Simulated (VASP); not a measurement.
# SiNi2 (P-3m1) in VASP: single point with r2SCAN

Aim: the single point of SiNi2 with r2SCAN.

Everything below comes from runs of VASP 6.6.1. Logs are shortened: lines on timing, memory, paths and dates and some standing lists are left out, and cuts for length are marked.

**1. The cell of the first run**

Symmetry: P-3m1, No. 164, trigonal system. The conventional cell has a = 3.870 Å, b = 3.870 Å, c = 4.927 Å, α = 90.00°, β = 90.00°, γ = 120.00°. Within 3.0 Å of Si (site symmetry 3m) lie 11 Ni at 2.25 to 2.62 Å. Ni (site symmetry -3m) has 8 Ni at 2.46 to 2.48 Å and 6 Si at 2.62 Å within 3.3 Å. Ni (site symmetry -3m) has 8 Ni at 2.46 to 2.63 Å and 6 Si at 2.49 Å within 3.3 Å. Ni (site symmetry 3m) has 5 Si at 2.25 to 2.48 Å and 9 Ni at 2.48 to 3.11 Å within 3.2 Å.

**2. Single point, r2SCAN (atoms displaced along a vibrational mode)**

File POSCAR:

```
SiNi2
1.0
    3.8695455034      0.0000000000      0.0000000000
   -1.9347727517      3.3511247070      0.0000000000
    0.0000000000      0.0000000000      4.9268111706
Si Ni
2 4
Direct
    0.3333333333      0.6666666667      0.7228278077
    0.6666666667      0.3333333333      0.2771721923
    0.0000000000      0.0000000000      0.0000000000
    0.0000000000      0.0000000000      0.5000000000
    0.3333333333      0.6666666667      0.2195543436
    0.6666666667      0.3333333333      0.7804456564
```

File INCAR.step1:

```
ALGO     = Normal         # electronic algorithm
EDIFF    = 1E-4           # SCF threshold, eV
ENCUT    = 520            # plane-wave cutoff, eV
GGA      = PE             # functional
ISMEAR   = 0              # smearing method
LASPH    = True           # aspherical terms in the spheres
LCHARG   = False          # write CHGCAR
LREAL    = False          # projectors in reciprocal space
LWAVE    = True           # write WAVECAR
NBANDS   = 33             # bands
NELM     = 100            # most SCF steps
PREC     = Accurate       # precision mode
SIGMA    = 0.15           # smearing width, eV
```

File INCAR.step2:

```
ALGO     = Normal         # electronic algorithm
EDIFF    = 1E-6           # SCF threshold, eV
ENCUT    = 520            # plane-wave cutoff, eV
ISIF     = 2              # what is computed and relaxed
ISMEAR   = 0              # smearing method
ISTART   = 1            
LASPH    = True           # aspherical terms in the spheres
LCHARG   = False          # write CHGCAR
LMIXTAU  = True         
LREAL    = False          # projectors in reciprocal space
LWAVE    = False          # write WAVECAR
METAGGA  = R2SCAN         # meta-GGA
NBANDS   = 33             # bands
NELM     = 100            # most SCF steps
PREC     = Accurate       # precision mode
SIGMA    = 0.15           # smearing width, eV
```

File KPOINTS:

```
k-points
0
Gamma
  12 12 10
```

Potentials or basis: VASP PAW PBE potentials, release 64 (Si, Ni).

Launch:

```sh
$ cat potpaw_PBE.64/Si/POTCAR potpaw_PBE.64/Ni/POTCAR > POTCAR
$ cp INCAR.step1 INCAR
$ mpirun -np 1 vasp_std > vasp.out
$ cp INCAR.step2 INCAR
$ mpirun -np 1 vasp_std > vasp.out
```

OUTCAR:

```text
EDIFF = 1E-6
   ENCUT = 520
   ISIF = 2
   ISMEAR = 0
   ISTART = 1
   LASPH = True
   LREAL = False
   METAGGA = R2SCAN
   NELM = 100
   PREC = Accurate

 ion  position               nearest neighbor table
   1  0.333  0.667  0.723-   6 2.25   6 2.25   6 2.25   5 2.45   5 2.48   4 2.49   4 2.49   4 2.49
                             3 2.62   3 2.62   3 2.62   2 3.13   2 3.13   2 3.13
   2  0.667  0.333  0.277-   5 2.25   5 2.25   5 2.25   6 2.45   6 2.48   4 2.49   4 2.49   4 2.49
                             3 2.62   3 2.62   3 2.62   1 3.13   1 3.13   1 3.13
   3  0.000  0.000  0.000-   4 2.46   4 2.46   6 2.48   5 2.48   5 2.48   6 2.48   6 2.48   5 2.48
                             1 2.62   2 2.62   1 2.62   2 2.62   1 2.62   2 2.62
   4  0.000  0.000  0.500-   3 2.46   3 2.46   1 2.49   2 2.49   1 2.49   2 2.49   2 2.49   1 2.49
                             6 2.63   5 2.63   6 2.63   5 2.63   6 2.63   5 2.63
   5  0.333  0.667  0.220-   2 2.25   2 2.25   2 2.25   1 2.45   1 2.48   3 2.48   3 2.48   3 2.48
                             4 2.63   4 2.63   4 2.63
   6  0.667  0.333  0.780-   1 2.25   1 2.25   1 2.25   2 2.45   2 2.48   3 2.48   3 2.48   3 2.48
                             4 2.63   4 2.63   4 2.63

  LATTYP: Found a hexagonal cell.
 ALAT       =     3.8695455034
 C/A-ratio  =     1.2732273509

  Lattice vectors:

 A1 = (   3.8695455034,   0.0000000000,   0.0000000000)
 A2 = (  -1.9347727517,   3.3511247070,   0.0000000000)
 A3 = (   0.0000000000,   0.0000000000,   4.9268111706)

Analysis of symmetry for initial positions (statically):
=====================================================================
 Subroutine PRICEL returns:
 Original cell was already a primitive cell.

 Routine SETGRP: Setting up the symmetry group for a
 hexagonal supercell.

 Subroutine GETGRP returns: Found 12 space group operations
 (whereof 12 operations were pure point group operations)
 out of a pool of 24 trial point group operations.

The static configuration has the point symmetry D_3d.

Analysis of symmetry for dynamics (positions and initial velocities):
=====================================================================
 Subroutine PRICEL returns:
 Original cell was already a primitive cell.

 Routine SETGRP: Setting up the symmetry group for a
 hexagonal supercell.

 Subroutine GETGRP returns: Found 12 space group operations
 (whereof 12 operations were pure point group operations)
 out of a pool of 24 trial point group operations.

The dynamic configuration has the point symmetry D_3d.

 Subroutine INISYM returns: Found 12 space group operations
 (whereof 12 operations are pure point group operations),
 and found     1 'primitive' translations

----------------------------------------------------------------------------------------

                                     Primitive cell

  volume of cell :      63.8876

  direct lattice vectors                    reciprocal lattice vectors
     3.869545503  0.000000000  0.000000000     0.258428283  0.149203639  0.000000000
    -1.934772752  3.351124707  0.000000000     0.000000000  0.298407277  0.000000000
     0.000000000  0.000000000  4.926811171     0.000000000  0.000000000  0.202971043

  length of vectors
     3.869545503  3.869545503  4.926811171     0.298407277  0.298407277  0.202971043

  position of ions in fractional coordinates (direct lattice)
     0.333333333  0.666666667  0.722827808
     0.666666667  0.333333333  0.277172192
     0.000000000  0.000000000  0.000000000
     0.000000000  0.000000000  0.500000000
     0.333333333  0.666666667  0.219554344
     0.666666667  0.333333333  0.780445656

  ion indices of the primitive-cell ions
   primitive index   ion index
                 1           1
                 2           2
                 3           3
                 4           4
                 5           5
                 6           6

----------------------------------------------------------------------------------------

 KPOINTS: k-points

Automatic generation of k-mesh.
 Grid dimensions read from file:
 generate k-points for:   12   12   10

 Generating k-lattice:

  Cartesian coordinates                     Fractional coordinates (reciprocal lattice)
     0.021535690  0.012433637  0.000000000     0.083333333  0.000000000  0.000000000
     0.000000000  0.024867273  0.000000000     0.000000000  0.083333333  0.000000000
     0.000000000  0.000000000  0.020297104     0.000000000  0.000000000  0.100000000

  Length of vectors
     0.024867273  0.024867273  0.020297104

  Shift w.r.t. Gamma in fractional coordinates (k-lattice)
     0.000000000  0.000000000  0.000000000

 Subroutine IBZKPT returns following result:
 ===========================================

 Found    162 irreducible k-points:

 Following reciprocal coordinates:
            Coordinates               Weight
  0.000000  0.000000  0.000000      1.000000
  0.083333  0.000000  0.000000      6.000000
  0.166667  0.000000  0.000000      6.000000
  0.250000 -0.000000  0.000000      6.000000
  0.333333  0.000000  0.000000      6.000000
  0.416667  0.000000  0.000000      6.000000
[... 16 lines left out ...]
  0.166667  0.000000  0.100000      6.000000
  0.000000  0.166667  0.100000      6.000000
 [... further k-points ...]
   k-points           NKPTS =    162   k-points in BZ     NKDIM =    162   number of bands    NBANDS=     33
   number of dos      NEDOS =    301   number of ions     NIONS =      6
   total plane-waves  NPLWV =  36000
   dimension x,y,z NGX =    30 NGY =   30 NGZ =   40
   dimension x,y,z NGXF=    60 NGYF=   60 NGZF=   80
   ions per type =               2   4
   NGX,Y,Z   is equivalent  to a cutoff of  12.89, 12.89, 13.50 a.u.
   NGXF,Y,Z  is equivalent  to a cutoff of  25.78, 25.78, 26.99 a.u.
 SYSTEM =  unknown system
   PREC   = accura    normal or accurate (medium, high low for compatibility)
   ISTART =      1    job   : 0-new  1-cont  2-samecut
   ICHARG =      0    charge: 1-file 2-atom 10-const
   ISPIN  =      1    spin polarized calculation?
   LNONCOLLINEAR =      F non collinear calculations
   LSORBIT =      F    spin-orbit coupling
   LASPH  =      T    aspherical Exc in radial PAW
   ENCUT  =  520.0 eV  38.22 Ry    6.18 a.u.   7.19  7.19  9.16*2*pi/ulx,y,z
   NELM   =    100;   NELMIN=  2; NELMDL=  0     # of ELM steps
   EDIFF  = 0.1E-05   stopping-criterion for ELM
   LREAL  =      F    real-space projection
[... 7 lines left out ...]
   TEBEG  =    0.0;   TEEND  =   0.0 temperature during run
   PSTRESS=    0.0 pullay stress
   NELECT =      48.0000    total number of electrons
   NUPDOWN=      -1.0000    fix difference up-down
   EMIN   =  10.00;   EMAX   =-10.00  energy-range for DOS
   EFERMI =   0.00;   METHOD = LEGACY
   ISMEAR =     0;   SIGMA  =   0.15  broadening in eV -4-tet -1-fermi 0-gaus
   EFERMI_NEDOS =   21; number of points for ismear=-14 and -15
   IALGO  =     38    algorithm
   IMIX   =      4    mixing-type and parameters
     AMIX     =   0.40;   BMIX     =  1.00
     AMIX_MAG =   1.60;   BMIX_MAG =  1.00
  volume/ion in A,a.u.               =      10.65        71.86
  Fermi-wavevector in a.u.,A,eV,Ry     =   1.488275  2.812431 30.136380  2.214961
  Thomas-Fermi vector in A             =   2.601330
   LORBIT       =      0    0 simple, 1 ext, 2 COOP (PROOUT), +10 PAW based schemes
   METAGGA = R2SCAN    functional components
   LHFCALC =     F    Hartree Fock is set to
   AEXX    =    0.0000 exact exchange contribution
   IVDW    =     0    specifies the selected vdW correction
   LEPSILON=     F    determine dielectric tensor
   LRPA    =     F    only Hartree local field effects (RPA)
 non-spin polarized calculation
 Gauss-broadening in eV      SIGMA  =   0.15
  energy-cutoff  :      520.00
  volume of cell :       63.89
 maximum number of plane-waves:      1737
 NGX is ok and might be reduce to    30
   NGX = 15   NGY = 15   NGZ = 19

 number of electron      47.9999998 magnetization

 Free energy of the ion-electron system (eV)
  ---------------------------------------------------
  ext. energy  EPLUGINS =         0.00000000
  ---------------------------------------------------
  free energy    TOTEN  =       -68.17536744 eV

  energy without entropy =      -68.13820491  energy(sigma->0) =      -68.15678618

 E-fermi :  11.3556     XC(G=0): -14.1502

 val. band max:       11.3543370377   @ k =   0.1667   0.1667   0.1000
 cond. band min:      11.3579948009   @ k =   0.2500  -0.0000   0.0000
 fundamental gap:      0.0036577632
 Fermi energy:        11.3555955148

 k-point     1 :       0.0000    0.0000    0.0000
  band No.  band energies     occupation
      1      -2.0778      2.00000
      2       2.8004      2.00000
      3       4.3837      2.00000
      4       5.9636      2.00000
      5       5.9636      2.00000
      6       7.2441      2.00000
[... 25 lines left out ...]
     32      17.5923      0.00000
     33      20.3249      0.00000

 k-point     2 :       0.0833    0.0000    0.0000
  band No.  band energies     occupation
      1      -1.9826      2.00000
      2       2.8149      2.00000
      3       4.4547      2.00000
      4       5.9406      2.00000
      5       6.0104      2.00000
      6       6.9459      2.00000
[... 25 lines left out ...]
     32      18.0848      0.00000
     33      19.5128      0.00000

 k-point     3 :       0.1667    0.0000    0.0000
  band No.  band energies     occupation
      1      -1.7000      2.00000
      2       2.8368      2.00000
      3       4.6632      2.00000
      4       5.8092      2.00000
      5       6.1479      2.00000
      6       6.5106      2.00000
[... 25 lines left out ...]
     32      18.5169      0.00000
     33      19.0388      0.00000

 k-point     4 :       0.2500   -0.0000    0.0000
  band No.  band energies     occupation
      1      -1.2395      2.00000
      2       2.7927      2.00000
      3       4.9937      2.00000
      4       5.3410      2.00000
      5       6.2773      2.00000
      6       6.3672      2.00000
[... 25 lines left out ...]
     32      18.3870      0.00000
     33      18.4797      0.00000

 k-point     5 :       0.3333    0.0000    0.0000
  band No.  band energies     occupation
      1      -0.6215      2.00000
      2       2.5423      2.00000
      3       4.7130      2.00000
      4       5.4180      2.00000
      5       6.3424      2.00000
      6       6.6505      2.00000
[... 604 lines left out ...]
 k-point    22 :       0.0000    0.0833    0.1000
  band No.  band energies     occupation
      1      -1.9200      2.00000
      2       2.4575      2.00000
      3       4.7411      2.00000
      4       5.9646      2.00000
      5       6.0314      2.00000
      6       6.9240      2.00000
[... 25 lines left out ...]
     32      18.1738      0.00000
     33      18.8340      0.00000

 k-point    23 :       0.1667    0.0000    0.1000
  band No.  band energies     occupation
      1      -1.6381      2.00000
      2       2.5513      2.00000
      3       4.8052      2.00000
      4       5.9199      2.00000
      5       6.1359      2.00000
      6       6.4593      2.00000
[... 25 lines left out ...]
     32      18.4600      0.00000
     33      19.0038      0.00000

 k-point    24 :       0.0000    0.1667    0.1000
  band No.  band energies     occupation
      1      -1.6382      2.00000
      2       2.5538      2.00000
      3       4.7847      2.00000
      4       5.9192      2.00000
      5       6.1782      2.00000
      6       6.5300      2.00000
[... 25 lines left out ...]
     32      18.1066      0.00000
     33      19.4195      0.00000

 [... further k-points ...]
[... 5 lines left out ...]
  --------------------------------------------------------------------------------------
  -------------------------------------------------------------------------------------
  Total        0.1032124      0.1032124     -0.2735937      0.0000000      0.0000000      0.0000000
  in kB        2.5883674      2.5883674     -6.8612017      0.0000000      0.0000000      0.0000000
  external PRESSURE =      -0.5614890 kB  Pullay stress =       0.0000000 kB

 VOLUME and BASIS-vectors are now :
 -----------------------------------------------------------------------------
  energy-cutoff  :      520.00
  volume of cell :       63.89
      direct lattice vectors                 reciprocal lattice vectors
     3.869545503  0.000000000  0.000000000     0.258428283  0.149203639  0.000000000
    -1.934772752  3.351124707  0.000000000     0.000000000  0.298407277  0.000000000
     0.000000000  0.000000000  4.926811171     0.000000000  0.000000000  0.202971043

 POSITION                                       TOTAL-FORCE (eV/Angst)
 -----------------------------------------------------------------------------------
     -0.00000      2.23408      3.56124        -0.000000     -0.000000      0.209873
      1.93477      1.11704      1.36558         0.000000      0.000000     -0.209873
      0.00000      0.00000      0.00000         0.000000      0.000000      0.000000
      0.00000      0.00000      2.46341         0.000000      0.000000      0.000000
     -0.00000      2.23408      1.08170         0.000000     -0.000000      0.441121
      1.93477      1.11704      3.84511        -0.000000      0.000000     -0.441121
 -----------------------------------------------------------------------------------
    total drift:                               -0.000000      0.000000     -0.000000

  FREE ENERGIE OF THE ION-ELECTRON SYSTEM (eV)
  ---------------------------------------------------
  free  energy   TOTEN  =       -68.1753674429 eV

  energy  without entropy=      -68.1382049131  energy(sigma->0) =      -68.15678618
```

Run time: 35 min. Hardware: 1 thread of Intel Xeon 8259CL, shared host; peak memory 0.38 GiB.

What came out:

- Free energy: -68.1754 eV
- Pressure: -0.1 GPa
- Largest force: 0.441 eV/Å
- Band gap on the k mesh: zero (bands 24 and 25 overlap by 3.61 eV)

Forces in eV/Å, atoms in the order of the input:
```
Si   0.000  0.000  0.210
Si   0.000  0.000 -0.210
Ni   0.000  0.000  0.000
Ni   0.000  0.000  0.000
Ni   0.000  0.000  0.441
Ni   0.000  0.000 -0.441
```

Caveat: the cell differs from its parent crystal (atoms displaced along a vibrational mode); the PAW data sets were made with another functional, which shifts forces and pressure a little. Spin polarisation is off, so any magnetic state and its effect on volume and gap are missing.
